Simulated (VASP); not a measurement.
## Zn: single point with PBE

Crystal: Zn.

```
Zn
1.0
     2.67000    0.00000    0.00000
    -1.33500    2.31229    0.00000
     0.00000    0.00000    4.96600
Zn
2
Direct
  0.66667 0.33333 0.75000
  0.33333 0.66667 0.25000
```

- Program: VASP 6.6.1
- Task: single point
- Functional: PBE
- Potentials or basis: VASP PAW PBE potentials, release 64 (Zn)
- Cutoff: 520 eV
- k mesh: 11 × 11 × 6
- Occupations: gaussian, width 0.05 eV
- Spin: no spin polarisation
- Dipole correction: no
- Further INCAR settings: ALGO = Fast; EDIFF = 1e-06; NBANDS = 19

```
Pressure               : -0.1 GPa
Band gap on the k mesh : zero (band 12 reaches 4.77 eV, above the bottom of band 13 at -0.01 eV)
```

Stress tensor (GPa, compression positive):
```
 0.47  0.00  0.00
 0.00  0.47  0.00
 0.00  0.00 -1.33
```

Levels at points of the mesh, in eV from the Fermi level:
```
           k point  band 9  band 10  band 11  band 12  band 13  band 14  band 15  band 16
(0.00, 0.00, 0.00)   -7.16    -6.96    -6.96    -3.47    -2.93    13.62    17.25    17.49
(0.00, 0.00, 0.50)   -7.04    -7.04    -7.04    -7.04     4.66     4.66    18.77    18.77
```

Wall time 15 s on 1 thread of Intel(R) Xeon(R) 6975P-C (Granite Rapids) (shared host), peak memory 0.16 GiB.
